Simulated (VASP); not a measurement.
NaH: single point with PBEsol

NaH:

```xyz
2
Lattice="0.0000 2.4888 2.4400 2.4888 0.0000 2.4400 2.4888 2.4888 0.0000" Properties=species:S:1:pos:R:3 pbc="T T T"
Na    0.0000    0.0000    0.0000
H     2.4888    2.4888    2.4400
```

This cell differs from its parent crystal: equal xx and yy strain of +2 %.

```json
{"Program": "VASP 6.6.1", "Task": "single point", "Functional": "PBEsol", "Potentials or basis": "VASP PAW PBE potentials, release 64 (Na_pv, H)", "Cutoff": "520 eV", "k mesh": "9 × 9 × 9", "Occupations": "fermi-dirac, width 0.03 eV", "Spin": "no spin polarisation"}
```

| Quantity | Value |
| --- | --- |
| Pressure | -1.9 GPa |
| Band gap on the k mesh | 3.72 eV, indirect (least direct gap 4.46 eV) |

Stress tensor (GPa, compression positive):
```
-2.07  0.00  0.00
 0.00 -2.07  0.00
 0.00  0.00 -1.61
```

Levels at points of the mesh, in eV from the valence-band top:
```
           k point  band 1  band 2  band 3  band 4  band 5  band 6  band 7  band 8
(0.00, 0.00, 0.00)  -22.09  -22.09  -22.08   -3.50    9.85   14.90   14.90   15.00
```

Wall time 23 s on 1 thread of Intel(R) Xeon(R) Platinum 8488C (Sapphire Rapids), with other jobs on the host, peak memory 0.16 GiB.

Caveat: the cell differs from its parent crystal (equal xx and yy strain of +2 %); the PAW data sets were made with another functional, which shifts forces and pressure a little. A k mesh can miss the band edges.
